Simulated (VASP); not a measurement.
# Si16Ge (a cell with a defect) in VASP: further runs, part 2 of 2

VASP 6.6.1. The steps go on from the part before.

### 3 Single point, LDA

The input, INCAR:

```
ALGO     = Normal         # electronic algorithm
EDIFF    = 1E-6           # SCF threshold, eV
ENCUT    = 520            # plane-wave cutoff, eV
ISIF     = 2              # what is computed and relaxed
ISMEAR   = 0              # smearing method
LASPH    = True           # aspherical terms in the spheres
LCHARG   = True           # write CHGCAR
LELF     = True           # ELF
LREAL    = Auto         
LVHAR    = True         
LWAVE    = False          # write WAVECAR
NBANDS   = 53             # bands
NELM     = 60             # most SCF steps
PREC     = Accurate       # precision mode
SIGMA    = 0.02           # smearing width, eV
```

The input, KPOINTS:

```
k-points
0
Gamma
  2 2 2
```

The input, POSCAR:

```
Si16Ge
1.0
    0.0000000000      5.4300000000      5.4300000000
    5.4300000000      0.0000000000      5.4300000000
    5.4300000000      5.4300000000      0.0000000000
Si Ge
16 1
Direct
   -0.0049551565     -0.0072078269     -0.0052748619
    0.0591134438      0.1466852670      0.1467510129
   -0.0047747698     -0.0061587477      0.5166001842
    0.1377433702      0.1153179558      0.6236511050
   -0.0048065378      0.5166387661     -0.0051991713
    0.1389975138      0.6217774401      0.1168546041
    0.0390202578      0.4863138122      0.4879198895
    0.1376454880      0.6228289134      0.6237572744
    0.4350545120      0.0214653775      0.0215709024
    0.6204349908      0.1062324125      0.1076464088
    0.5098438306     -0.0181302026      0.5045038674
    0.6208856354      0.1063801105      0.6655593002
    0.5109245856      0.5031234807     -0.0179398711
    0.6206406998      0.6652767956      0.1073677716
    0.5097186004      0.5032403315      0.5045718232
    0.6657943831      0.6110579190      0.6114409761
    0.6382686004      0.2871542357      0.2872616022
```

Potentials or basis: VASP PAW LDA potentials, release 64 (Si, Ge_d).

Command:

```bash
cat potpaw_LDA.64/Si/POTCAR potpaw_LDA.64/Ge_d/POTCAR > POTCAR
mpirun -np 1 vasp_std > vasp.out
```

OUTCAR:

```text
EDIFF = 1E-6
   ENCUT = 520
   ISIF = 2
   ISMEAR = 0
   LASPH = True
   LREAL = Auto
   NELM = 60
   PREC = Accurate

 ion  position               nearest neighbor table
   1  0.995  0.993  0.995-   4 2.33   6 2.33   2 2.35  10 2.35
   2  0.059  0.147  0.147-   3 2.35   5 2.35   1 2.35   9 2.36  17 2.64
   3  0.995  0.994  0.517-   8 2.33   4 2.33   2 2.35  12 2.35
   4  0.138  0.115  0.624-   3 2.33   1 2.33   7 2.33  11 2.33
   5  0.995  0.517  0.995-   8 2.33   6 2.33   2 2.35  14 2.35
   6  0.139  0.622  0.117-   5 2.33   1 2.33   7 2.33  13 2.33
[... 655 lines left out ...]
  Total        3.9442794      4.1271270      3.9303100      1.6212914     -1.6112180      1.5548091
  in kB       19.7355290     20.6504222     19.6656316      8.1122661     -8.0618629      7.7796164
  external PRESSURE =      20.0171943 kB  Pullay stress =       0.0000000 kB

 VOLUME and BASIS-vectors are now :
 -----------------------------------------------------------------------------
  energy-cutoff  :      520.00
  volume of cell :      320.21
      direct lattice vectors                 reciprocal lattice vectors
     0.000000000  5.430000000  5.430000000    -0.092081031  0.092081031  0.092081031
     5.430000000  0.000000000  5.430000000     0.092081031 -0.092081031  0.092081031
     5.430000000  5.430000000  0.000000000     0.092081031  0.092081031 -0.092081031

 POSITION                                       TOTAL-FORCE (eV/Angst)
 -----------------------------------------------------------------------------------
     10.79222     10.80445     10.79396        -0.016174      0.013256      0.017532
      1.59336      1.11784      1.11749         0.012104     -0.006688     -0.010792
      8.20170      8.20921     10.80063        -0.012108      0.026377      0.013472
      4.01260      4.13437      1.37412         0.009272     -0.003356      0.015256
      8.20712     10.80567      8.20925        -0.016052      0.012006      0.017281
      4.01077      1.38928      4.13101         0.014637     -0.002496     -0.010819
[... 9 lines left out ...]
      6.63817      6.93539      6.93331         0.020912     -0.022843     -0.017659
      3.11908      5.02563      5.02505         0.024675     -0.024619     -0.028757
 -----------------------------------------------------------------------------------
    total drift:                                0.001206     -0.000502     -0.000163

  FREE ENERGIE OF THE ION-ELECTRON SYSTEM (eV)
  ---------------------------------------------------
  free  energy   TOTEN  =       -96.1824505946 eV

  energy  without entropy=      -96.1786181351  energy(sigma->0) =      -96.18053436
```

OSZICAR:

```text
N       E                     dE             d eps       ncg     rms          rms(c)
DAV:   1     0.391373777038E+03    0.39137E+03   -0.29931E+04  1031   0.157E+03
DAV:   2    -0.338150230087E+02   -0.42519E+03   -0.39625E+03   928   0.362E+02
DAV:   3    -0.947892066956E+02   -0.60974E+02   -0.58171E+02  1040   0.104E+02
DAV:   4    -0.981354863132E+02   -0.33463E+01   -0.32930E+01  1080   0.271E+01
DAV:   5    -0.982420742427E+02   -0.10659E+00   -0.10620E+00  1064   0.489E+00    0.146E+01
DAV:   6    -0.968067544118E+02    0.14353E+01   -0.86419E-01  1024   0.302E+00    0.868E+00
DAV:   7    -0.961833654818E+02    0.62339E+00   -0.15035E+00   968   0.351E+00    0.679E-01
DAV:   8    -0.961821999724E+02    0.11655E-02   -0.11469E-01  1040   0.154E+00    0.411E-01
DAV:   9    -0.961824696991E+02   -0.26973E-03   -0.59660E-03  1080   0.314E-01    0.199E-01
DAV:  10    -0.961824621394E+02    0.75597E-05   -0.91809E-04   992   0.113E-01    0.793E-02
DAV:  11    -0.961824507766E+02    0.11363E-04   -0.97784E-05  1040   0.403E-02    0.259E-02
DAV:  12    -0.961824504902E+02    0.28640E-06   -0.11146E-05  1064   0.132E-02    0.769E-03
DAV:  13    -0.961824505946E+02   -0.10438E-06   -0.18692E-06   664   0.745E-03
   1 F= -.96182451E+02 E0= -.96180534E+02  d E =-.383246E-02
```

It took 2.7 min on 1 thread of AMD EPYC 9R45 (Zen 5), shared host; peak memory 0.37 GiB.

What came out:

```
Free energy            : -96.1825 eV
Pressure               : 2.0 GPa
Largest force          : 0.049 eV/Å
Band gap on the k mesh : zero (band 39 reaches 6.73 eV, above the bottom of band 40 at 6.59 eV)
```

Forces in eV/Å, atoms in the order of the input:
```
Si  -0.016  0.013  0.018
Si   0.012 -0.007 -0.011
Si  -0.012  0.026  0.013
Si   0.009 -0.003  0.015
Si  -0.016  0.012  0.017
Si   0.015 -0.002 -0.011
Si   0.016 -0.024 -0.019
Si  -0.018 -0.005 -0.009
Si   0.002  0.001 -0.006
Si  -0.043  0.022  0.011
Si   0.005 -0.019 -0.003
Si  -0.012  0.039  0.014
Si   0.021 -0.009 -0.017
Si  -0.011  0.021  0.038
Si   0.002 -0.018 -0.005
Si   0.021 -0.023 -0.018
Ge   0.025 -0.025 -0.029
```

Levels at points of the mesh, in eV from the Fermi level:
| k point | band 36 | band 37 | band 38 | band 39 | band 40 | band 41 | band 42 | band 43 |
| --- | --- | --- | --- | --- | --- | --- | --- | --- |
| (0.00, 0.00, 0.00) | -1.08 | -0.58 | -0.58 | -0.58 | -0.13 | -0.12 | 0.15 | 0.15 |
| (0.50, 0.00, 0.00) | -1.31 | -1.24 | -1.24 | -0.28 | 0.37 | 0.37 | 1.10 | 1.13 |
| (0.00, 0.50, 0.00) | -1.38 | -1.34 | -0.99 | -0.17 | 0.12 | 0.71 | 0.81 | 0.96 |
| (0.00, 0.00, 0.50) | -1.38 | -1.34 | -0.98 | -0.18 | 0.12 | 0.71 | 0.81 | 0.96 |
| (0.50, 0.50, 0.50) | -1.38 | -1.34 | -0.99 | -0.17 | 0.12 | 0.71 | 0.81 | 0.96 |
| (0.50, 0.50, 0.00) | -1.83 | -1.72 | -1.00 | 0.00 | 0.39 | 1.20 | 1.36 | 1.60 |
| (0.00, 0.50, 0.50) | -1.83 | -1.72 | -1.00 | 0.01 | 0.39 | 1.20 | 1.36 | 1.60 |
| (0.50, 0.00, 0.50) | -1.83 | -1.71 | -1.00 | 0.01 | 0.39 | 1.20 | 1.35 | 1.60 |

Caveat: the k points lie up to 0.50 Å⁻¹ apart.

### 4 Single point, LDA

The input, INCAR:

```
PREC = Accurate
ENCUT = 520
EDIFF = 1E-7
ISMEAR = 0
SIGMA = 0.02
LREAL = Auto
LASPH = T
NELM = 60
ALGO = Normal
ISIF = 2
LWAVE = F
LCHARG = F
GGA = CA
NBANDS = 53
```

The input, KPOINTS:

```
regular mesh
0
Gamma
  2 2 2
```

The input, POSCAR:

```
Si16Ge
1.0
    0.0000000000      5.4300000000      5.4300000000
    5.4300000000      0.0000000000      5.4300000000
    5.4300000000      5.4300000000      0.0000000000
Si Ge
16 1
Direct
   -0.0137058011      0.0024008287      0.0029129834
    0.0866827808      0.1375877532      0.1383279006
   -0.0120713628      0.0013162983      0.5092490792
    0.1302158379      0.1074502762      0.6319165746
   -0.0129358195      0.5085674954      0.0023584715
    0.1300843462      0.6312837937      0.1078292818
    0.0668104052      0.4774120626      0.4778418969
    0.1304614180      0.6302621547      0.6312708103
    0.4598541436      0.0130834254      0.0136580110
    0.6142945672      0.1217400552      0.1215089319
    0.5048326888     -0.0417750460      0.5189759669
    0.6157479742      0.1210220074      0.6425813076
    0.5048989871      0.5183048803     -0.0408582873
    0.6148831492      0.6419295580      0.1217802026
    0.5049475138      0.5179235727      0.5181596685
    0.6911527624      0.6023897790      0.6032260589
    0.4843528545      0.3375395948      0.3393360958
```

Command:

```bash
cat potpaw_LDA.64/Si/POTCAR potpaw_LDA.64/Ge_d/POTCAR > POTCAR
mpirun -np 1 vasp_std > vasp.out
```

Wall time 2.9 min (1 thread of AMD EPYC 9R45 (Zen 5), shared host); peak memory 0.37 GiB.

It converged, with:

* Free energy: -96.1814 eV
* Pressure: 2.0 GPa
* Largest force: 0.106 eV/Å
* Band gap on the k mesh: zero (band 39 reaches 6.74 eV, above the bottom of band 40 at 6.59 eV)

Forces in eV/Å, atoms in the order of the input:
```
Si   0.001  0.012  0.005
Si  -0.024  0.024  0.024
Si   0.001 -0.021  0.003
Si   0.011 -0.016 -0.023
Si  -0.001  0.009 -0.010
Si   0.013 -0.018 -0.015
Si   0.003 -0.001 -0.001
Si   0.030 -0.017 -0.016
Si  -0.033  0.025  0.025
Si  -0.010  0.025  0.011
Si   0.024 -0.021 -0.029
Si  -0.018 -0.002  0.008
Si   0.029 -0.038 -0.022
Si  -0.019  0.013  0.005
Si   0.034 -0.018 -0.022
Si   0.020 -0.011 -0.010
Ge  -0.059  0.056  0.067
```

Stress tensor (GPa, compression positive):
```
 2.03  0.77  0.78
 0.77  1.93 -0.74
 0.78 -0.74  1.95
```

Levels at points of the mesh, in eV from the Fermi level:
```
           k point  band 36  band 37  band 38  band 39  band 40  band 41  band 42  band 43
(0.00, 0.00, 0.00)    -1.06    -0.60    -0.59    -0.59    -0.14    -0.14     0.14     0.14
(0.50, 0.00, 0.00)    -1.32    -1.25    -1.25    -0.31     0.35     0.36     1.09     1.12
(0.00, 0.50, 0.00)    -1.39    -1.36    -1.00    -0.17     0.10     0.70     0.80     0.94
(0.00, 0.00, 0.50)    -1.39    -1.36    -1.00    -0.17     0.10     0.70     0.80     0.94
(0.50, 0.50, 0.50)    -1.39    -1.35    -1.00    -0.17     0.10     0.70     0.80     0.94
(0.50, 0.50, 0.00)    -1.84    -1.73    -1.02     0.01     0.38     1.18     1.34     1.59
(0.00, 0.50, 0.50)    -1.84    -1.72    -1.03     0.01     0.38     1.18     1.34     1.59
(0.50, 0.00, 0.50)    -1.84    -1.73    -1.02     0.01     0.38     1.18     1.34     1.59
```

Caveat: the k points lie up to 0.50 Å⁻¹ apart.

### 5 Single point, LDA

The input, INCAR:

```
PREC = Accurate ; ENCUT = 520
EDIFF = 1E-7 ; ISMEAR = 0
SIGMA = 0.02 ; LREAL = Auto
LASPH = True ; NELM = 100
ALGO = Normal ; ISIF = 2
LWAVE = False ; LCHARG = False
GGA = CA ; NBANDS = 53
```

The input, KPOINTS:

```
Automatic mesh
0
Gamma
  2 2 2
```

The input, POSCAR:

```
Si16Ge
1.0
    0.0000000000      5.4300000000      5.4300000000
    5.4300000000      0.0000000000      5.4300000000
    5.4300000000      5.4300000000      0.0000000000
Si Ge
16 1
Direct
   -0.0061842541      0.0003382136      0.0010190608
    0.1001590239      0.1331976980      0.1344199816
   -0.0063937385     -0.0002974217      0.5075353591
    0.1275945672      0.1144625230      0.6299912523
   -0.0067093923      0.5062012891      0.0008882136
    0.1274674033      0.6295302026      0.1143066298
    0.0274650092      0.4903539595      0.4900311234
    0.1273134438      0.6277963168      0.6290232044
    0.4721562615      0.0091190608      0.0093350829
    0.6221153775      0.1192159300      0.1193538674
    0.5073019337     -0.0243238490      0.5111197974
    0.6227100368      0.1183081952      0.6408133517
    0.5067263352      0.5105605893     -0.0242237569
    0.6221979742      0.6401661142      0.1190467772
    0.5082172192      0.5064162983      0.5080604972
    0.6620697974      0.6120149171      0.6120281768
    0.4217777164      0.3585996317      0.3588421731
```

Command:

```bash
cat potpaw_LDA.64/Si/POTCAR potpaw_LDA.64/Ge_d/POTCAR > POTCAR
mpirun -np 1 vasp_std > vasp.out
```

Run time: 2.8 min. Hardware: 1 thread of AMD EPYC 9R45 (Zen 5), shared host; peak memory 0.37 GiB.

It converged, with:

```
Free energy            : -96.4028 eV
Pressure               : 2.6 GPa
Largest force          : 0.298 eV/Å
Band gap on the k mesh : zero (band 39 reaches 6.84 eV, above the bottom of band 40 at 6.61 eV)
```

Forces in eV/Å, atoms in the order of the input:
```
Si  -0.020  0.026  0.026
Si  -0.054  0.053  0.056
Si  -0.020  0.014  0.021
Si   0.000 -0.005  0.014
Si  -0.021  0.021  0.017
Si   0.003  0.017 -0.005
Si   0.090 -0.093 -0.096
Si  -0.016 -0.007 -0.003
Si  -0.056  0.058  0.055
Si  -0.022  0.038  0.028
Si   0.017 -0.009  0.090
Si  -0.028  0.017  0.029
Si   0.018  0.090 -0.009
Si  -0.027  0.035  0.021
Si  -0.091 -0.011 -0.012
Si   0.061 -0.064 -0.063
Ge   0.167 -0.179 -0.170
```

Stress tensor (GPa, compression positive):
```
 2.45  0.17  0.21
 0.17  2.78 -0.06
 0.21 -0.06  2.71
```

Levels at points of the mesh, in eV from the Fermi level:
```
           k point  band 36  band 37  band 38  band 39  band 40  band 41  band 42  band 43
(0.00, 0.00, 0.00)    -0.84    -0.70    -0.67    -0.41    -0.18    -0.18    -0.02     0.02
(0.50, 0.00, 0.00)    -1.41    -1.39    -1.37    -0.35     0.39     0.43     0.99     0.99
(0.00, 0.50, 0.00)    -1.43    -1.42    -1.32    -0.26     0.33     0.67     0.78     0.84
(0.00, 0.00, 0.50)    -1.43    -1.43    -1.33    -0.26     0.33     0.66     0.78     0.83
(0.50, 0.50, 0.50)    -1.43    -1.42    -1.31    -0.26     0.31     0.68     0.78     0.84
(0.50, 0.50, 0.00)    -1.95    -1.81    -1.23     0.04     0.64     1.05     1.12     1.20
(0.00, 0.50, 0.50)    -1.95    -1.84    -1.25     0.05     0.64     1.05     1.12     1.18
(0.50, 0.00, 0.50)    -1.96    -1.80    -1.23     0.03     0.64     1.04     1.13     1.20
```

Caveat: the k points lie up to 0.50 Å⁻¹ apart.
